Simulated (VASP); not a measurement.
# BN (P6_3/mmc) in VASP: further runs, part 2 of 2

VASP 6.6.1.

### 4 Single point, LDA (volume 7.663 Å^3 an atom, c/a of the conventional cell 2.3702)

File INCAR:

```
SYSTEM = BN
PREC = Accurate ; ENCUT = 520
EDIFF = 1E-6 ; ISMEAR = 0
SIGMA = 0.05 ; LREAL = .False.
LASPH = .True. ; NELM = 60
ALGO = Normal ; ISIF = 2
LWAVE = .False. ; LCHARG = .False.
GGA = CA ; NBANDS = 16
```

File KPOINTS:

```
regular mesh
0
Gamma
  12 12 4
  0 0 0
```

File POSCAR:

```
BN
1.0
    2.4625273564      0.0000000000      0.0000000000
   -1.2312636782      2.1326112481      0.0000000000
    0.0000000000      0.0000000000      5.8366823401
B N
2 2
Direct
    0.3333333333      0.6666666667      0.2500000000
    0.6666666667      0.3333333333      0.7500000000
    0.3333333333      0.6666666667      0.7500000000
    0.6666666667      0.3333333333      0.2500000000
```

Potentials or basis: VASP PAW LDA potentials, release 64 (B, N).

Launch:

```
cat potpaw_LDA.64/B/POTCAR potpaw_LDA.64/N/POTCAR > POTCAR
mpirun -np 1 vasp_std > vasp.out
```

OUTCAR:

```text
SYSTEM = BN
   PREC = Accurate
   ENCUT = 520
   EDIFF = 1E-6
   ISMEAR = 0
   LREAL = .False.
   LASPH = .True.
   NELM = 60
   ISIF = 2
   GGA = CA

 ion  position               nearest neighbor table
   1  0.333  0.667  0.250-   4 1.42   4 1.42   4 1.42
   2  0.667  0.333  0.750-   3 1.42   3 1.42   3 1.42
   3  0.333  0.667  0.750-   2 1.42   2 1.42   2 1.42
   4  0.667  0.333  0.250-   1 1.42   1 1.42   1 1.42

  LATTYP: Found a hexagonal cell.
 ALAT       =     2.4625273564
 C/A-ratio  =     2.3702000000

  Lattice vectors:

 A1 = (   2.4625273564,   0.0000000000,   0.0000000000)
 A2 = (  -1.2312636782,   2.1326112481,   0.0000000000)
 A3 = (   0.0000000000,   0.0000000000,   5.8366823401)

Analysis of symmetry for initial positions (statically):
=====================================================================
 Subroutine PRICEL returns:
 Original cell was already a primitive cell.

 Routine SETGRP: Setting up the symmetry group for a
 hexagonal supercell.

 Subroutine GETGRP returns: Found 24 space group operations
 (whereof 12 operations were pure point group operations)
 out of a pool of 24 trial point group operations.

The static configuration has the point symmetry D_3d.
 The point group associated with its full space group is D_6h.

Analysis of symmetry for dynamics (positions and initial velocities):
=====================================================================
 Subroutine PRICEL returns:
 Original cell was already a primitive cell.

 Routine SETGRP: Setting up the symmetry group for a
 hexagonal supercell.

 Subroutine GETGRP returns: Found 24 space group operations
 (whereof 12 operations were pure point group operations)
 out of a pool of 24 trial point group operations.

The dynamic configuration has the point symmetry D_3d.
 The point group associated with its full space group is D_6h.

 Subroutine INISYM returns: Found 24 space group operations
 (whereof 12 operations are pure point group operations),
 and found     1 'primitive' translations

----------------------------------------------------------------------------------------

                                     Primitive cell

  volume of cell :      30.6520

  direct lattice vectors                    reciprocal lattice vectors
     2.462527356  0.000000000  0.000000000     0.406086859  0.234454358  0.000000000
    -1.231263678  2.132611248  0.000000000     0.000000000  0.468908715  0.000000000
     0.000000000  0.000000000  5.836682340     0.000000000  0.000000000  0.171330208

  length of vectors
     2.462527356  2.462527356  5.836682340     0.468908715  0.468908715  0.171330208

  position of ions in fractional coordinates (direct lattice)
     0.333333333  0.666666667  0.250000000
     0.666666667  0.333333333  0.750000000
     0.333333333  0.666666667  0.750000000
     0.666666667  0.333333333  0.250000000

  ion indices of the primitive-cell ions
   primitive index   ion index
                 1           1
                 2           2
                 3           3
                 4           4

----------------------------------------------------------------------------------------

 KPOINTS: regular mesh

[... 24 lines left out ...]
  0.000000  0.000000  0.000000      1.000000
  0.083333 -0.000000  0.000000      6.000000
  0.166667 -0.000000  0.000000      6.000000
  0.250000  0.000000  0.000000      6.000000
  0.333333 -0.000000  0.000000      6.000000
  0.416667 -0.000000  0.000000      6.000000
[... 16 lines left out ...]
  0.250000  0.000000  0.250000     12.000000
  0.333333 -0.000000  0.250000     12.000000
 [... further k-points ...]
   k-points           NKPTS =     57   k-points in BZ     NKDIM =     57   number of bands    NBANDS=     16
   number of dos      NEDOS =    301   number of ions     NIONS =      4
   total plane-waves  NPLWV =  15552
   dimension x,y,z NGX =    18 NGY =   18 NGZ =   48
   dimension x,y,z NGXF=    36 NGYF=   36 NGZF=   96
   ions per type =               2   2
   NGX,Y,Z   is equivalent  to a cutoff of  12.15, 12.15, 13.67 a.u.
   NGXF,Y,Z  is equivalent  to a cutoff of  24.30, 24.30, 27.34 a.u.
 SYSTEM =  BN
   PREC   = accura    normal or accurate (medium, high low for compatibility)
   ISTART =      0    job   : 0-new  1-cont  2-samecut
   ICHARG =      2    charge: 1-file 2-atom 10-const
   ISPIN  =      1    spin polarized calculation?
   LNONCOLLINEAR =      F non collinear calculations
   LSORBIT =      F    spin-orbit coupling
   LASPH  =      T    aspherical Exc in radial PAW
   ENCUT  =  520.0 eV  38.22 Ry    6.18 a.u.   4.58  4.58 10.85*2*pi/ulx,y,z
   NELM   =     60;   NELMIN=  2; NELMDL= -5     # of ELM steps
   EDIFF  = 0.1E-05   stopping-criterion for ELM
   LREAL  =      F    real-space projection
   EDIFFG = 0.1E-04   stopping-criterion for IOM
   NSW    =      0    number of steps for IOM
   IBRION =     -1    ionic relax: 0-MD 1-quasi-New 2-CG
   NFREE  =      0    steps in history (QN), initial steepest desc. (CG)
   ISIF   =      2    stress and relaxation
   ISYM   =      2    0-nonsym 1-usesym 2-fastsym
   POTIM  = 0.5000    time-step for ionic-motion
   TEBEG  =    0.0;   TEEND  =   0.0 temperature during run
   PSTRESS=    0.0 pullay stress
   NELECT =      16.0000    total number of electrons
   NUPDOWN=      -1.0000    fix difference up-down
   EMIN   =  10.00;   EMAX   =-10.00  energy-range for DOS
   EFERMI =   0.00;   METHOD = LEGACY
   ISMEAR =     0;   SIGMA  =   0.05  broadening in eV -4-tet -1-fermi 0-gaus
   EFERMI_NEDOS =   21; number of points for ismear=-14 and -15
   IALGO  =     38    algorithm
   IMIX   =      4    mixing-type and parameters
     AMIX     =   0.40;   BMIX     =  1.00
     AMIX_MAG =   1.60;   BMIX_MAG =  1.00
  volume/ion in A,a.u.               =       7.66        51.71
  Fermi-wavevector in a.u.,A,eV,Ry     =   1.318141  2.490925 23.640066  1.737496
  Thomas-Fermi vector in A             =   2.448132
   LORBIT       =      0    0 simple, 1 ext, 2 COOP (PROOUT), +10 PAW based schemes
   GGA     = CA    functional components
   LHFCALC =     F    Hartree Fock is set to
   AEXX    =    0.0000 exact exchange contribution
   IVDW    =     0    specifies the selected vdW correction
   LEPSILON=     F    determine dielectric tensor
   LRPA    =     F    only Hartree local field effects (RPA)
 non-spin polarized calculation
 Gauss-broadening in eV      SIGMA  =   0.05
  energy-cutoff  :      520.00
  volume of cell :       30.65
 maximum number of plane-waves:       843
   NGX =  9   NGY =  9   NGZ = 21

 number of electron      15.9999996 magnetization

 Free energy of the ion-electron system (eV)
  ---------------------------------------------------
  ext. energy  EPLUGINS =         0.00000000
  ---------------------------------------------------
  free energy    TOTEN  =       -38.49513573 eV

  energy without entropy =      -38.49513573  energy(sigma->0) =      -38.49513573

 E-fermi :   3.9175     XC(G=0): -11.4334

 val. band max:        3.6312300843   @ k =   0.3333   0.2500   0.0000
 cond. band min:       7.5729637626   @ k =   0.5000   0.0000   0.0000
 fundamental gap:      3.9417336783
 Fermi energy:         3.9175348502

 k-point     1 :       0.0000    0.0000    0.0000
  band No.  band energies     occupation
      1     -14.5799      2.00000
      2     -13.8162      2.00000
      3      -3.7422      2.00000
      4       0.1140      2.00000
      5       2.2340      2.00000
      6       2.2340      2.00000
[... 433 lines left out ...]
      3      -3.4794      2.00000
      4      -3.2942      2.00000
      5      -0.3271      2.00000
      6      -0.1382      2.00000
[... 8 lines left out ...]
     15      21.3295      0.00000
     16      22.6707      0.00000

 [... further k-points ...]

------------------------ aborting loop because EDIFF is reached ----------------------------------------

  FORCE on cell =-STRESS in cart. coord.  units (eV):
  Direction    XX          YY          ZZ          XY          YZ          ZX
  --------------------------------------------------------------------------------------
  -------------------------------------------------------------------------------------
  Total        2.9635529      2.9635529      1.0898446      0.0000000      0.0000000     -0.0000000
  in kB      154.9046499    154.9046499     56.9660829      0.0000000      0.0000000     -0.0000000
  external PRESSURE =     122.2584609 kB  Pullay stress =       0.0000000 kB

 VOLUME and BASIS-vectors are now :
 -----------------------------------------------------------------------------
  energy-cutoff  :      520.00
  volume of cell :       30.65
      direct lattice vectors                 reciprocal lattice vectors
     2.462527356  0.000000000  0.000000000     0.406086859  0.234454358  0.000000000
    -1.231263678  2.132611248  0.000000000     0.000000000  0.468908715  0.000000000
     0.000000000  0.000000000  5.836682340     0.000000000  0.000000000  0.171330208

 POSITION                                       TOTAL-FORCE (eV/Angst)
 -----------------------------------------------------------------------------------
     -0.00000      1.42174      1.45917        -0.000000      0.000000      0.000000
      1.23126      0.71087      4.37751         0.000000     -0.000000      0.000000
     -0.00000      1.42174      4.37751         0.000000     -0.000000      0.000000
      1.23126      0.71087      1.45917         0.000000     -0.000000      0.000000
 -----------------------------------------------------------------------------------
    total drift:                                0.000000     -0.000000      0.000000

  FREE ENERGIE OF THE ION-ELECTRON SYSTEM (eV)
  ---------------------------------------------------
  free  energy   TOTEN  =       -38.4951357278 eV

  energy  without entropy=      -38.4951357278  energy(sigma->0) =      -38.49513573
```

OSZICAR:

```text
N       E                     dE             d eps       ncg     rms          rms(c)
DAV:   1     0.386787936009E+02    0.38679E+02   -0.81552E+03  1824   0.941E+02
DAV:   2    -0.400955703780E+02   -0.78774E+02   -0.72036E+02  2568   0.212E+02
DAV:   3    -0.426277725032E+02   -0.25322E+01   -0.25246E+01  2296   0.359E+01
DAV:   4    -0.426380823970E+02   -0.10310E-01   -0.10309E-01  2312   0.269E+00
DAV:   5    -0.426381500635E+02   -0.67667E-04   -0.67665E-04  2224   0.202E-01    0.114E+01
DAV:   6    -0.389917575029E+02    0.36464E+01   -0.54286E+00  2128   0.182E+01    0.499E+00
DAV:   7    -0.386077681083E+02    0.38399E+00   -0.54887E-01  2440   0.532E+00    0.305E+00
DAV:   8    -0.385002260588E+02    0.10754E+00   -0.23972E-01  2392   0.340E+00    0.448E-01
DAV:   9    -0.384951874536E+02    0.50386E-02   -0.13891E-02  2136   0.949E-01    0.193E-01
DAV:  10    -0.384951296649E+02    0.57789E-04   -0.56635E-04  2368   0.184E-01    0.230E-02
DAV:  11    -0.384951359115E+02   -0.62466E-05   -0.29333E-05  2152   0.434E-02    0.170E-02
DAV:  12    -0.384951357278E+02    0.18373E-06   -0.45445E-06  2272   0.161E-02
   1 F= -.38495136E+02 E0= -.38495136E+02  d E =-.338403E-17
```

Wall time 9.7 s (1 thread of Intel Xeon 6975P-C (Granite Rapids), shared host); peak memory 0.13 GiB.

What came out:

* Free energy: -38.4951 eV
* Pressure: 12.2 GPa
* Band gap on the k mesh: 3.94 eV, indirect (least direct gap 4.22 eV)

Levels at points of the mesh, in eV from the valence-band top:
| k point | band 4 | band 5 | band 6 | band 7 | band 8 | band 9 | band 10 | band 11 | band 12 | band 13 |
| --- | --- | --- | --- | --- | --- | --- | --- | --- | --- | --- |
| (0.00, 0.00, 0.00) | -3.52 | -1.40 | -1.40 | -1.28 | -1.28 | 6.03 | 11.65 | 11.65 | 11.78 | 11.97 |
| (0.50, 0.00, 0.00) | -9.05 | -4.38 | -4.19 | -2.17 | -0.28 | 3.94 | 6.30 | 10.08 | 10.18 | 13.21 |
| (0.00, 0.00, 0.50) | -5.71 | -1.34 | -1.34 | -1.34 | -1.34 | 9.24 | 9.24 | 11.81 | 11.81 | 11.81 |
| (0.50, 0.00, 0.50) | -9.16 | -4.28 | -4.28 | -1.10 | -1.10 | 4.53 | 4.53 | 10.43 | 10.43 | 14.28 |

### 5 Single point, LDA (volume 7.872 Å^3 an atom, c/a of the conventional cell 2.4281)

File INCAR:

```
SYSTEM = BN
  PREC = Accurate
  ENCUT = 520
  EDIFF = 1E-7
  ISMEAR = 0
  SIGMA = 0.05
  LREAL = .FALSE.
  LASPH = .TRUE.
  NELM = 80
  ALGO = Normal
  ISIF = 2
  LWAVE = .FALSE.
  LCHARG = .TRUE.
  LELF = .TRUE.
  LVHAR = .TRUE.
  NBANDS = 16
```

File KPOINTS:

```
regular mesh
0
G
  12 12 4
  0 0 0
```

File POSCAR:

```
BN
1.0
    2.4648053352      0.0000000000      0.0000000000
   -1.2324026676      2.1345840357      0.0000000000
    0.0000000000      0.0000000000      5.9847938344
B N
2 2
Direct
    0.3333333333      0.6666666667      0.2500000000
    0.6666666667      0.3333333333      0.7500000000
    0.3333333333      0.6666666667      0.7500000000
    0.6666666667      0.3333333333      0.2500000000
```

Launch:

```
cat potpaw_LDA.64/B/POTCAR potpaw_LDA.64/N/POTCAR > POTCAR
mpirun -np 1 vasp_std > vasp.out
```

Run time: 11 s. Hardware: 1 thread of Intel Xeon 6975P-C (Granite Rapids), shared host; peak memory 0.14 GiB.

It converged, with:

* Free energy: -38.5243 eV
* Pressure: 10.4 GPa
* Band gap on the k mesh: 3.95 eV, indirect (least direct gap 4.27 eV)

Stress tensor (GPa, compression positive):
```
13.70  0.00  0.00
 0.00 13.70  0.00
 0.00  0.00  3.76
```

Levels at points of the mesh, in eV from the valence-band top:
```tsv
k point	band 5	band 6	band 7	band 8	band 9	band 10	band 11	band 12
(0.00, 0.00, 0.00)	-1.38	-1.38	-1.29	-1.29	5.75	11.46	11.67	11.67
(0.50, 0.00, 0.00)	-4.35	-4.19	-2.03	-0.32	3.95	6.12	9.99	10.22
(0.00, 0.00, 0.50)	-1.34	-1.34	-1.34	-1.34	8.82	8.82	11.80	11.80
(0.50, 0.00, 0.50)	-4.27	-4.27	-1.09	-1.09	4.53	4.53	10.39	10.39
```

### 6 Single point, LDA (volume 8.498 Å^3 an atom, c/a of the conventional cell 2.8061)

File INCAR:

```
  ALGO = Normal
  EDIFF = 1E-6
  ENCUT = 520
  ISIF = 2
  ISMEAR = 0
  LASPH = T
  LCHARG = F
  LREAL = F
  LWAVE = F
  NBANDS = 16
  NELM = 60
  PREC = Accurate
  SIGMA = 0.05
```

File KPOINTS:

```
k-points
0
Gamma
  12 12 4
```

File POSCAR:

```
BN
1.0
    2.4094300041      0.0000000000      0.0000000000
   -1.2047150020      2.0866275922      0.0000000000
    0.0000000000      0.0000000000      6.7611015344
B N
2 2
Direct
    0.3333333333      0.6666666667      0.2500000000
    0.6666666667      0.3333333333      0.7500000000
    0.3333333333      0.6666666667      0.7500000000
    0.6666666667      0.3333333333      0.2500000000
```

Potentials or basis: VASP PAW LDA potentials, release 64 (B, N).

Launch:

```
cat potpaw_LDA.64/B/POTCAR potpaw_LDA.64/N/POTCAR > POTCAR
mpirun -np 1 vasp_std > vasp.out
```

Wall time 18 s (1 thread of Intel Xeon Platinum 8375C at 2.90GHz (Ice Lake), shared host); peak memory 0.14 GiB.

The run converged. Its results:

* Free energy: -38.2896 eV
* Pressure: 27.3 GPa
* Band gap on the k mesh: 4.27 eV, indirect (least direct gap 4.78 eV)

Stress tensor (GPa, compression positive):
```
41.55  0.00  0.00
 0.00 41.55  0.00
 0.00  0.00 -1.06
```

Levels at points of the mesh, in eV from the valence-band top:
| k point | band 4 | band 5 | band 6 | band 7 | band 8 | band 9 | band 10 | band 11 | band 12 | band 13 |
| --- | --- | --- | --- | --- | --- | --- | --- | --- | --- | --- |
| (0.00, 0.00, 0.00) | -4.90 | -1.20 | -1.20 | -1.17 | -1.17 | 4.71 | 10.02 | 12.43 | 12.43 | 12.52 |
| (0.50, 0.00, 0.00) | -9.28 | -4.33 | -4.29 | -1.52 | -0.61 | 4.27 | 5.66 | 10.44 | 11.24 | 12.60 |
| (0.00, 0.00, 0.50) | -5.99 | -1.18 | -1.18 | -1.18 | -1.18 | 7.11 | 7.11 | 12.47 | 12.47 | 12.47 |
| (0.50, 0.00, 0.50) | -9.31 | -4.31 | -4.31 | -1.05 | -1.05 | 4.77 | 4.77 | 11.09 | 11.09 | 13.67 |

### 7 Overview

| cell | gap on the mesh (eV) | pressure (GPa) |
| --- | --- | --- |
| a = 2.347, b = 2.347, c = 6.428 Å, angles 90.0, 90.0, 120.0°, 4 atoms | 4.29 | 58.7 |
| a = 2.423, b = 2.423, c = 6.028 Å, angles 90.0, 90.0, 120.0°, 4 atoms | 4.02 | 26.4 |
| a = 2.463, b = 2.463, c = 5.837 Å, angles 90.0, 90.0, 120.0°, 4 atoms | 3.94 | 12.2 |
| a = 2.465, b = 2.465, c = 5.985 Å, angles 90.0, 90.0, 120.0°, 4 atoms | 3.95 | 10.4 |
| a = 2.409, b = 2.409, c = 6.761 Å, angles 90.0, 90.0, 120.0°, 4 atoms | 4.27 | 27.3 |

Alike in all rows: task single point; level LDA; potentials or basis VASP PAW LDA potentials, release 64 (B, N); no spin polarisation; k mesh 12 × 12 × 4; cutoff (eV) 520; smearing gaussian 0.05 eV.

Total energies depend on the potentials used, so only differences within one code and one set of settings carry meaning.
